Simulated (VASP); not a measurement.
# BP (e600) (I-4m2) in VASP: a series of runs, part 3 of 3

VASP 6.6.1.

### Step 5. Relaxation of the atoms, PBEsol (strained cell)

The input, INCAR:

```
PREC     = Accurate       # precision mode
ENCUT    = 450            # plane-wave cutoff, eV
EDIFF    = 1E-7           # SCF threshold, eV
ISMEAR   = 0              # smearing method
SIGMA    = 0.02           # smearing width, eV
LREAL    = False          # projectors in reciprocal space
LASPH    = True           # aspherical terms in the spheres
NELM     = 120            # most SCF steps
ALGO     = Normal         # electronic algorithm
ISIF     = 2              # what is computed and relaxed
LWAVE    = False          # write WAVECAR
LCHARG   = False          # write CHGCAR
GGA      = PS             # functional
IBRION   = 2              # ionic algorithm
NSW      = 60             # ionic steps
EDIFFG   = -0.002         # ionic threshold
GGA_COMPAT= False        
NELMIN   = 4
```

The input, KPOINTS:

```
regular mesh
0
Gamma
  8 8 8
```

The input, POSCAR:

```
BP
1.0
    0.0000000000      2.2827359537      2.2495054018
    2.2827359537      0.0000000000      2.2495054018
    2.2827359537      2.2827359537      0.0000000000
B P
1 1
Direct
    0.0000000000      0.0000000000      0.0000000000
    0.2500000000      0.2500000000      0.2500000000
```

Potentials or basis: VASP PAW PBE potentials, release 64 (B, P).

Launch:

```bash
cat potpaw_PBE.64/B/POTCAR potpaw_PBE.64/P/POTCAR > POTCAR
mpirun -np 1 vasp_std > vasp.out
```

OUTCAR:

```text
PREC = Accurate
   ENCUT = 450
   EDIFF = 1E-7
   ISMEAR = 0
   LREAL = False
   LASPH = True
   NELM = 120
   ISIF = 2
   GGA = PS
   IBRION = 2
   NSW = 60
   EDIFFG = -0.002
   NELMIN = 4

 ion  position               nearest neighbor table
   1  0.000  0.000  0.000-   2 1.97   2 1.97   2 1.97   2 1.97
   2  0.250  0.250  0.250-   1 1.97   1 1.97   1 1.97   1 1.97

  LATTYP: Found a body centered tetragonal cell.
 ALAT       =     3.2282761450
 C/A-ratio  =     1.3936263818

  Lattice vectors:

 A1 = (   0.0000000000,  -2.2827359537,  -2.2495054018)
 A2 = (   0.0000000000,   2.2827359537,  -2.2495054018)
 A3 = (   2.2827359537,   0.0000000000,   2.2495054018)

Analysis of symmetry for initial positions (statically):
=====================================================================
 Subroutine PRICEL returns:
 Original cell was already a primitive cell.

 Routine SETGRP: Setting up the symmetry group for a
 body centered tetragonal supercell.

 Subroutine GETGRP returns: Found  8 space group operations
 (whereof  8 operations were pure point group operations)
[... 163 lines left out ...]

  energy without entropy =      -13.66589056  energy(sigma->0) =      -13.66589056

 E-fermi :   7.5694     XC(G=0): -11.0312

 val. band max:        7.4602552217   @ k =   0.0000   0.0000   0.0000
 cond. band min:       8.4075339933   @ k =   0.3750   0.3750   0.0000
 fundamental gap:      0.9472787715
 Fermi energy:         7.5694173649

 k-point     1 :       0.0000    0.0000    0.0000
  band No.  band energies     occupation
      1      -8.1017      2.00000
      2       7.3195      2.00000
      3       7.3195      2.00000
      4       7.4603      2.00000
      5      10.6641      0.00000
      6      10.7460      0.00000
      7      10.7460      0.00000
      8      14.6539      0.00000
[... 243 lines left out ...]
 k-point    24 :       0.3750    0.0000    0.1250
  band No.  band energies     occupation
      1      -5.9531      2.00000
      2       0.7797      2.00000
      3       4.9776      2.00000
      4       5.1168      2.00000
      5      10.8426      0.00000
      6      12.8930      0.00000
      7      13.5518      0.00000
      8      15.2066      0.00000

 [... further k-points ...]
[... 5 lines left out ...]
  --------------------------------------------------------------------------------------
  -------------------------------------------------------------------------------------
  Total       -0.5288922     -0.5288922      0.0210046      0.0000000      0.0000000      0.0000000
  in kB      -36.1450901    -36.1450901      1.4354807      0.0000000      0.0000000      0.0000000
  external PRESSURE =     -23.6182332 kB  Pullay stress =       0.0000000 kB

 VOLUME and BASIS-vectors are now :
 -----------------------------------------------------------------------------
  energy-cutoff  :      450.00
  volume of cell :       23.44
      direct lattice vectors                 reciprocal lattice vectors
     0.000000000  2.282735954  2.249505402    -0.219035408  0.219035408  0.222271082
     2.282735954  0.000000000  2.249505402     0.219035408 -0.219035408  0.222271082
     2.282735954  2.282735954  0.000000000     0.219035408  0.219035408 -0.222271082

 POSITION                                       TOTAL-FORCE (eV/Angst)
 -----------------------------------------------------------------------------------
      0.00000      0.00000      0.00000        -0.000000     -0.000000      0.000000
      1.14137      1.14137      1.12475         0.000000      0.000000     -0.000000
 -----------------------------------------------------------------------------------
    total drift:                                0.000000      0.000000     -0.000000

  FREE ENERGIE OF THE ION-ELECTRON SYSTEM (eV)
  ---------------------------------------------------
  free  energy   TOTEN  =       -13.6658905589 eV

  energy  without entropy=      -13.6658905589  energy(sigma->0) =      -13.66589056

 reached required accuracy - stopping structural energy minimisation
```

Wall time 4.2 s (1 thread of Intel Xeon 6975P-C (Granite Rapids), shared host); peak memory 0.13 GiB.

Results:

* Free energy: -13.6659 eV
* Pressure after relaxing: -2.4 GPa
* Band gap on the k mesh: 0.95 eV, indirect (least direct gap 3.20 eV)

Stress tensor (GPa, compression positive):
```
-3.61  0.00  0.00
 0.00 -3.61  0.00
 0.00  0.00  0.14
```

Final structure:
```
B P
1.0
     0.00000    2.28274    2.24951
     2.28274    0.00000    2.24951
     2.28274    2.28274    0.00000
B P
1 1
Direct
  0.00000 0.00000 0.00000
  0.25000 0.25000 0.25000
```

Levels at points of the mesh, in eV from the valence-band top:
| k point | band 2 | band 3 | band 4 | band 5 | band 6 | band 7 |
| --- | --- | --- | --- | --- | --- | --- |
| (0.00, 0.00, 0.00) | -0.14 | -0.14 | 0.00 | 3.20 | 3.29 | 3.29 |
| (0.50, 0.00, 0.00) | -9.17 | -1.95 | -1.76 | 3.59 | 4.48 | 4.66 |
| (0.50, 0.50, 0.00) | -8.59 | -4.33 | -4.33 | 1.03 | 1.29 | 11.96 |
| (0.50, 0.00, 0.50) | -8.72 | -4.19 | -4.16 | 1.19 | 1.49 | 11.81 |

Caveat: the cell differs from its parent crystal (strained cell); the relaxation stopped at its first step, so nothing moved; the PAW data sets were made with another functional, which shifts forces and pressure a little. A k mesh can miss the band edges.

### Step 6. Summary

```csv
task,cell,cutoff (eV),smearing,gap on the mesh (eV),pressure (GPa)
single point,"a = 3.205, b = 3.205, c = 3.228 Å, angles 59.8, 59.8, 60.5°, 2 atoms",500,gaussian 0.01 eV,0.95,-2.4
relaxation of the atoms,"atoms relaxed from a = 3.203, b = 3.203, c = 3.228 Å, angles 59.7, 59.7, 60.5°, 2 atoms",450,gaussian 0.02 eV,0.93,-2.2
relaxation of the atoms,"atoms relaxed from a = 3.207, b = 3.207, c = 3.228 Å, angles 59.8, 59.8, 60.4°, 2 atoms",450,gaussian 0.02 eV,0.97,-2.6
relaxation of the atoms,"atoms relaxed from a = 3.205, b = 3.205, c = 3.228 Å, angles 59.8, 59.8, 60.5°, 2 atoms",450,gaussian 0.02 eV,0.95,-2.4
```

Alike in all rows: level PBEsol; potentials or basis VASP PAW PBE potentials, release 64 (B, P); no spin polarisation; k mesh 8 × 8 × 8.

Caveats: the PAW data sets were made with another functional, which shifts forces and pressure a little; the relaxation stopped at its first step, so nothing moved (some runs).

Total energies depend on the potentials used, so only differences within one code and one set of settings carry meaning.
